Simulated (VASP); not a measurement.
The system is NaCl.

```
CELL_PARAMETERS angstrom
3.45955 0.00000 0.00000
0.00000 3.45955 0.00000
0.00000 0.00000 3.45955
ATOMIC_POSITIONS crystal
Na 0.00000 0.00000 0.00000
Cl 0.50000 0.50000 0.50000
```

Base run:

- Program: VASP 6.6.1
- Functional: PBE
- Potentials or basis: VASP PAW PBE potentials, release 64 (Na_pv, Cl)
- Cutoff: 520 eV
- k mesh: 8 × 8 × 8
- Occupations: fermi-dirac, width 0.02 eV
- Spin: no spin polarisation

Its results: band gap on the k mesh 4.10 eV (least direct gap 4.63 eV); pressure 1.1 GPa.

Problem. The run is repeated on the same cell with these changes: functional from PBE to r2SCAN; k mesh from 8 × 8 × 8 to 6 × 6 × 6. What comes out?

Solution. Band gap on the k mesh 4.95 eV (least direct gap 5.49 eV); pressure -0.3 GPa.

Several settings changed at once.

Caveats: the PAW data sets were made with another functional, which shifts forces and pressure a little (at least some runs).

A k mesh can miss the band edges.
